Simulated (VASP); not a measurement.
# TbBe2H2 (P6/mmm) in VASP: a series of runs

The runs below take TbBe2H2 through single point, relaxation of cell and atoms, with PBE.

Everything below comes from runs of VASP 6.6.1. Logs are shortened: lines on timing, memory, paths and dates and some standing lists are left out, and cuts for length are marked.

### 1 The cell of the first run

It takes space group P6/mmm (No. 191, hexagonal). Conventional cell: a = 3.729 Å, b = 3.729 Å, c = 4.891 Å, α = 90.00°, β = 90.00°, γ = 120.00°. Within 2.7 Å of Tb (site symmetry 6/mmm) lie 2 H at 2.02 Å. Be (site symmetry -6m2) has 3 Be at 2.15 Å and 6 H at 2.20 Å within 2.8 Å. H (site symmetry 6mm) has 1 H at 0.86 Å within 1.2 Å.

The cell was built from a structure type or drawn by symmetry, and may not be a known phase.

### 2 Single point, PBE

INCAR reads:

```
SYSTEM = TbBe2H2
  PREC = Accurate
  ENCUT = 600
  EDIFF = 1E-6
  ISMEAR = 0
  SIGMA = 0.1
  LREAL = .False.
  LASPH = .True.
  NELM = 200
  ALGO = Normal
  ISIF = 2
  LWAVE = .False.
  LCHARG = .False.
  GGA = PE
  NBANDS = 16
  GGA_COMPAT = .False.
  LMAXMIX = 6
```

KPOINTS reads:

```
regular mesh
0
Gamma
  12 12 8
  0 0 0
```

POSCAR reads:

```
TbBe2H2
1.0
    3.7293417266      0.0000000000      0.0000000000
   -1.8646708633      3.2297046747      0.0000000000
    0.0000000000      0.0000000000      4.8913980331
Tb Be H
1 2 2
Direct
    0.0000000000      0.0000000000      0.5000000000
    0.3333333333      0.6666666667      0.0000000000
    0.6666666667      0.3333333333      0.0000000000
    0.0000000000      0.0000000000      0.0878033235
    0.0000000000      0.0000000000      0.9121966765
```

Potentials or basis: VASP PAW PBE potentials, release 64 (Tb_3, Be, H), 4f in core.

Launch:

```
$ cat potpaw_PBE.64/Tb_3/POTCAR potpaw_PBE.64/Be/POTCAR potpaw_PBE.64/H/POTCAR > POTCAR
$ mpirun -np 1 vasp_std > vasp.out
```

OUTCAR:

```text
SYSTEM = TbBe2H2
   PREC = Accurate
   ENCUT = 600
   EDIFF = 1E-6
   ISMEAR = 0
   LREAL = .False.
   LASPH = .True.
   NELM = 200
   ISIF = 2
   GGA = PE

 ion  position               nearest neighbor table
   1  0.000  0.000  0.500-   4 2.02   5 2.02
   2  0.333  0.667  0.000-   3 2.15   3 2.15   3 2.15
   3  0.667  0.333  0.000-   2 2.15   2 2.15   2 2.15
   4  0.000  0.000  0.088-   5 0.86   1 2.02
   5  0.000  0.000  0.912-   4 0.86   1 2.02

  LATTYP: Found a hexagonal cell.
 ALAT       =     3.7293417266
 C/A-ratio  =     1.3115982368

  Lattice vectors:

 A1 = (   3.7293417266,   0.0000000000,   0.0000000000)
 A2 = (  -1.8646708633,   3.2297046747,   0.0000000000)
 A3 = (   0.0000000000,   0.0000000000,   4.8913980331)

Analysis of symmetry for initial positions (statically):
=====================================================================
 Subroutine PRICEL returns:
 Original cell was already a primitive cell.

 Routine SETGRP: Setting up the symmetry group for a
 hexagonal supercell.

 Subroutine GETGRP returns: Found 24 space group operations
 (whereof 24 operations were pure point group operations)
 out of a pool of 24 trial point group operations.

The static configuration has the point symmetry D_6h.

Analysis of symmetry for dynamics (positions and initial velocities):
=====================================================================
 Subroutine PRICEL returns:
 Original cell was already a primitive cell.

 Routine SETGRP: Setting up the symmetry group for a
 hexagonal supercell.

 Subroutine GETGRP returns: Found 24 space group operations
 (whereof 24 operations were pure point group operations)
 out of a pool of 24 trial point group operations.

The dynamic configuration has the point symmetry D_6h.

 Subroutine INISYM returns: Found 24 space group operations
 (whereof 24 operations are pure point group operations),
 and found     1 'primitive' translations

----------------------------------------------------------------------------------------

                                     Primitive cell

  volume of cell :      58.9153

  direct lattice vectors                    reciprocal lattice vectors
     3.729341727  0.000000000  0.000000000     0.268143837  0.154812916  0.000000000
    -1.864670863  3.229704675  0.000000000     0.000000000  0.309625833  0.000000000
     0.000000000  0.000000000  4.891398033     0.000000000  0.000000000  0.204440529

  length of vectors
     3.729341727  3.729341727  4.891398033     0.309625833  0.309625833  0.204440529

  position of ions in fractional coordinates (direct lattice)
     0.000000000  0.000000000  0.500000000
     0.333333333  0.666666667  0.000000000
     0.666666667  0.333333333  0.000000000
     0.000000000  0.000000000  0.087803323
     0.000000000  0.000000000  0.912196677

  ion indices of the primitive-cell ions
   primitive index   ion index
                 1           1
                 2           2
                 3           3
                 4           4
                 5           5

----------------------------------------------------------------------------------------

 KPOINTS: regular mesh

Automatic generation of k-mesh.
 Grid dimensions read from file:
 generate k-points for:   12   12    8

 Generating k-lattice:

  Cartesian coordinates                     Fractional coordinates (reciprocal lattice)
     0.022345320  0.012901076  0.000000000     0.083333333 -0.000000000  0.000000000
     0.000000000  0.025802153  0.000000000     0.000000000  0.083333333  0.000000000
     0.000000000  0.000000000  0.025555066     0.000000000  0.000000000  0.125000000

  Length of vectors
     0.025802153  0.025802153  0.025555066

  Shift w.r.t. Gamma in fractional coordinates (k-lattice)
     0.000000000  0.000000000  0.000000000

 Subroutine IBZKPT returns following result:
 ===========================================

 Found     95 irreducible k-points:

 Following reciprocal coordinates:
            Coordinates               Weight
  0.000000  0.000000  0.000000      1.000000
  0.083333  0.000000  0.000000      6.000000
  0.166667  0.000000  0.000000      6.000000
  0.250000  0.000000  0.000000      6.000000
  0.333333  0.000000  0.000000      6.000000
  0.416667  0.000000  0.000000      6.000000
[... 16 lines left out ...]
  0.250000  0.000000  0.125000     12.000000
  0.333333  0.000000  0.125000     12.000000
 [... further k-points ...]
   k-points           NKPTS =     95   k-points in BZ     NKDIM =     95   number of bands    NBANDS=     16
   number of dos      NEDOS =    301   number of ions     NIONS =      5
   total plane-waves  NPLWV =  36000
   dimension x,y,z NGX =    30 NGY =   30 NGZ =   40
   dimension x,y,z NGXF=    60 NGYF=   60 NGZF=   80
   ions per type =               1   2   2
   NGX,Y,Z   is equivalent  to a cutoff of  13.37, 13.37, 13.59 a.u.
   NGXF,Y,Z  is equivalent  to a cutoff of  26.75, 26.75, 27.19 a.u.
 SYSTEM =  TbBe2H2
   PREC   = accura    normal or accurate (medium, high low for compatibility)
   ISTART =      0    job   : 0-new  1-cont  2-samecut
   ICHARG =      2    charge: 1-file 2-atom 10-const
   ISPIN  =      1    spin polarized calculation?
   LNONCOLLINEAR =      F non collinear calculations
   LSORBIT =      F    spin-orbit coupling
   LASPH  =      T    aspherical Exc in radial PAW
   ENCUT  =  600.0 eV  44.10 Ry    6.64 a.u.   7.45  7.45  9.77*2*pi/ulx,y,z
   NELM   =    200;   NELMIN=  2; NELMDL= -5     # of ELM steps
   EDIFF  = 0.1E-05   stopping-criterion for ELM
   LREAL  =      F    real-space projection
   EDIFFG = 0.1E-04   stopping-criterion for IOM
   NSW    =      0    number of steps for IOM
   IBRION =     -1    ionic relax: 0-MD 1-quasi-New 2-CG
   NFREE  =      0    steps in history (QN), initial steepest desc. (CG)
   ISIF   =      2    stress and relaxation
   ISYM   =      2    0-nonsym 1-usesym 2-fastsym
   POTIM  = 0.5000    time-step for ionic-motion
   TEBEG  =    0.0;   TEEND  =   0.0 temperature during run
   PSTRESS=    0.0 pullay stress
   NELECT =      15.0000    total number of electrons
   NUPDOWN=      -1.0000    fix difference up-down
   EMIN   =  10.00;   EMAX   =-10.00  energy-range for DOS
   EFERMI =   0.00;   METHOD = LEGACY
   ISMEAR =     0;   SIGMA  =   0.10  broadening in eV -4-tet -1-fermi 0-gaus
   EFERMI_NEDOS =   21; number of points for ismear=-14 and -15
   IALGO  =     38    algorithm
   IMIX   =      4    mixing-type and parameters
     AMIX     =   0.40;   BMIX     =  1.00
     AMIX_MAG =   1.60;   BMIX_MAG =  1.00
  volume/ion in A,a.u.               =      11.78        79.52
  Fermi-wavevector in a.u.,A,eV,Ry     =   1.037598  1.960776 14.648171  1.076610
  Thomas-Fermi vector in A             =   2.172044
   LORBIT       =      0    0 simple, 1 ext, 2 COOP (PROOUT), +10 PAW based schemes
   GGA     = PE    functional components
   LHFCALC =     F    Hartree Fock is set to
   AEXX    =    0.0000 exact exchange contribution
   IVDW    =     0    specifies the selected vdW correction
   LEPSILON=     F    determine dielectric tensor
   LRPA    =     F    only Hartree local field effects (RPA)
 non-spin polarized calculation
 Gauss-broadening in eV      SIGMA  =   0.10
  energy-cutoff  :      600.00
  volume of cell :       58.92
 maximum number of plane-waves:      1993
 NGX is ok and might be reduce to    30
   NGX = 15   NGY = 15   NGZ = 19

 number of electron      14.9999999 magnetization

 Free energy of the ion-electron system (eV)
  ---------------------------------------------------
  ext. energy  EPLUGINS =         0.00000000
  ---------------------------------------------------
  free energy    TOTEN  =       -15.78754635 eV

  energy without entropy =      -15.77207187  energy(sigma->0) =      -15.77980911

 E-fermi :   3.5056     XC(G=0):  -9.8599

 val. band max:        3.4928031822   @ k =   0.1667   0.1667   0.5000
 cond. band min:       3.5082510915   @ k =   0.1667   0.0833   0.3750
 fundamental gap:      0.0154479093
 Fermi energy:         3.5056477068

 k-point     1 :       0.0000    0.0000    0.0000
  band No.  band energies     occupation
      1     -19.0920      2.00000
      2     -18.7203      2.00000
      3     -18.7203      2.00000
      4      -7.6200      2.00000
      5       0.1953      2.00000
      6       1.8064      2.00000
[... 8 lines left out ...]
     15       7.9795      0.00000
     16       9.8187      0.00000

 k-point     2 :       0.0833    0.0000    0.0000
  band No.  band energies     occupation
      1     -19.0881      2.00000
      2     -18.7453      2.00000
      3     -18.7261      2.00000
      4      -7.5707      2.00000
      5       0.2441      2.00000
      6       1.8213      2.00000
[... 8 lines left out ...]
     15       8.9341      0.00000
     16       9.8344      0.00000

 k-point     3 :       0.1667    0.0000    0.0000
  band No.  band energies     occupation
      1     -19.0774      2.00000
      2     -18.8129      2.00000
      3     -18.7418      2.00000
      4      -7.4306      2.00000
      5       0.3168      2.00000
      6       1.8670      2.00000
[... 8 lines left out ...]
     15      10.0138      0.00000
     16      10.3632      0.00000

 k-point     4 :       0.2500    0.0000    0.0000
  band No.  band energies     occupation
      1     -19.0627      2.00000
      2     -18.9035      2.00000
      3     -18.7632      2.00000
      4      -7.2249      2.00000
      5       0.2207      2.00000
      6       1.9440      2.00000
[... 8 lines left out ...]
     15      10.0232      0.00000
     16      11.5113      0.00000

 k-point     5 :       0.3333    0.0000    0.0000
  band No.  band energies     occupation
      1     -19.0480      2.00000
      2     -18.9922      2.00000
      3     -18.7845      2.00000
      4      -6.9979      2.00000
      5      -0.1265      2.00000
      6       2.0441      2.00000
[... 8 lines left out ...]
     15       9.9461      0.00000
     16      11.6707      0.00000

 k-point     6 :       0.4167    0.0000    0.0000
  band No.  band energies     occupation
      1     -19.0560      2.00000
      2     -19.0371      2.00000
      3     -18.7999      2.00000
      4      -6.8138      2.00000
      5      -0.4971      2.00000
      6       1.8975      2.00000
[... 8 lines left out ...]
     15       9.8192      0.00000
     16      11.6146      0.00000
[... 267 lines left out ...]
 k-point    21 :       0.0833    0.0000    0.1250
  band No.  band energies     occupation
      1     -19.1003      2.00000
      2     -18.7451      2.00000
      3     -18.7259      2.00000
      4      -7.4519      2.00000
      5       0.1645      2.00000
      6       1.6472      2.00000
[... 8 lines left out ...]
     15       9.0775      0.00000
     16       9.5011      0.00000

 k-point    22 :       0.1667    0.0000    0.1250
  band No.  band energies     occupation
      1     -19.0893      2.00000
      2     -18.8126      2.00000
      3     -18.7416      2.00000
      4      -7.3131      2.00000
      5       0.3092      2.00000
      6       1.5579      2.00000
[... 8 lines left out ...]
     15      10.0738      0.00000
     16      10.1789      0.00000

 k-point    23 :       0.2500    0.0000    0.1250
  band No.  band energies     occupation
      1     -19.0744      2.00000
      2     -18.9032      2.00000
      3     -18.7630      2.00000
      4      -7.1087      2.00000
      5       0.2469      2.00000
      6       1.5181      2.00000
[... 8 lines left out ...]
     15      10.4522      0.00000
     16      11.4674      0.00000

 k-point    24 :       0.3333    0.0000    0.1250
  band No.  band energies     occupation
      1     -19.0594      2.00000
      2     -18.9918      2.00000
      3     -18.7842      2.00000
      4      -6.8818      2.00000
      5      -0.1650      2.00000
      6       1.6897      2.00000
[... 8 lines left out ...]
     15      10.9154      0.00000
     16      11.6880      0.00000

 [... further k-points ...]

------------------------ aborting loop because EDIFF is reached ----------------------------------------

  FORCE on cell =-STRESS in cart. coord.  units (eV):
  Direction    XX          YY          ZZ          XY          YZ          ZX
  --------------------------------------------------------------------------------------
  -------------------------------------------------------------------------------------
  Total        0.0333089      0.0333089      0.1185171      0.0000000     -0.0000000      0.0000000
  in kB        0.9058207      0.9058207      3.2230235      0.0000000     -0.0000000      0.0000000
  external PRESSURE =       1.6782217 kB  Pullay stress =       0.0000000 kB

 VOLUME and BASIS-vectors are now :
 -----------------------------------------------------------------------------
  energy-cutoff  :      600.00
  volume of cell :       58.92
      direct lattice vectors                 reciprocal lattice vectors
     3.729341727  0.000000000  0.000000000     0.268143837  0.154812916  0.000000000
    -1.864670863  3.229704675  0.000000000     0.000000000  0.309625833  0.000000000
     0.000000000  0.000000000  4.891398033     0.000000000  0.000000000  0.204440529

 POSITION                                       TOTAL-FORCE (eV/Angst)
 -----------------------------------------------------------------------------------
      0.00000      0.00000      2.44570        -0.000000      0.000000      0.000000
     -0.00000      2.15314      0.00000         0.000000     -0.000000      0.000000
      1.86467      1.07657      0.00000        -0.000000      0.000000     -0.000000
      0.00000      0.00000      0.42948         0.000000     -0.000000     -0.049528
      0.00000      0.00000      4.46192        -0.000000      0.000000      0.049528
 -----------------------------------------------------------------------------------
    total drift:                                0.000000     -0.000000     -0.000000

  FREE ENERGIE OF THE ION-ELECTRON SYSTEM (eV)
  ---------------------------------------------------
  free  energy   TOTEN  =       -15.7875463505 eV

  energy  without entropy=      -15.7720718740  energy(sigma->0) =      -15.77980911
```

Wall time 41 s (1 thread of Intel Xeon 6975P-C (Granite Rapids), shared host); peak memory 0.26 GiB.

Results:

| Item | Value |
| --- | --- |
| Free energy | -15.7875 eV |
| Pressure | 0.2 GPa |
| Largest force | 0.050 eV/Å |
| Band gap on the k mesh | zero (an odd number of electrons rules out a gap without spin polarisation) |

Forces in eV/Å, atoms in the order of the input:
```
Tb   0.000  0.000  0.000
Be   0.000  0.000  0.000
Be   0.000  0.000  0.000
H    0.000  0.000 -0.050
H    0.000  0.000  0.050
```

Caveat: spin-orbit coupling is left out, which moves the levels of the heavy elements; the 4f electrons are frozen in the core, so they carry no moment and show no levels. Spin polarisation is off, so any magnetic state and its effect on volume and gap are missing.

(Continued in part 2 of 2.)
